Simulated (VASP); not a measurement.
Wanted: the native input for a VASP 6.6.1 run.

```yaml
Task: single point
Functional: PBE
Potentials_or_basis: VASP PAW PBE potentials, release 64 (Ti_sv, Nb_sv, B)
Cutoff: 520 eV
k_mesh: 12 × 12 × 6
Occupations: gaussian, width 0.1 eV
Spin: no spin polarisation
Dipole_correction: no
Further_INCAR_settings: ALGO = Normal; EDIFF = 1e-06; NBANDS = 32
```

The structure of Ti2NbB3 lies in POSCAR:

```
Ti2NbB3
1.0
    3.4354706217      0.0000000000      0.0000000000
    0.0000000000      3.4354706217      0.0000000000
    0.0000000000      0.0000000000      7.5636185940
Ti Nb B
2 1 3
Direct
    0.0000000000      0.0000000000      0.5000000000
    0.0000000000      0.0000000000      0.0000000000
    0.5000000000      0.5000000000      0.0000000000
    0.5000000000      0.5000000000      0.7069029482
    0.5000000000      0.5000000000      0.2930970518
    0.5000000000      0.5000000000      0.5000000000
```

The cell was built from a structure type or drawn by symmetry, and may not be a known phase.

The input as run:

INCAR

```
SYSTEM = Ti2NbB3
  PREC = Accurate
  ENCUT = 520
  EDIFF = 1E-6
  ISMEAR = 0
  SIGMA = 0.1
  LREAL = .FALSE.
  LASPH = .TRUE.
  NELM = 80
  ALGO = Normal
  ISIF = 2
  LWAVE = .FALSE.
  LCHARG = .FALSE.
  GGA = PE
  NBANDS = 32
```

KPOINTS

```
Automatic mesh
0
G
  12 12 6
  0 0 0
```

Potentials or basis: VASP PAW PBE potentials, release 64 (Ti_sv, Nb_sv, B).

Command:

```sh
$ cat potpaw_PBE.64/Ti_sv/POTCAR potpaw_PBE.64/Nb_sv/POTCAR potpaw_PBE.64/B/POTCAR > POTCAR
$ mpirun -np 1 vasp_std > vasp.out
```

It gave:

- Pressure: 0.0 GPa
- Largest force: 0.018 eV/Å
- Band gap on the k mesh: zero (bands 23 and 24 overlap by 1.74 eV)

Wall time 3 min on 1 thread of Intel(R) Xeon(R) 6975P-C (Granite Rapids), on a shared host, peak memory 0.41 GiB.
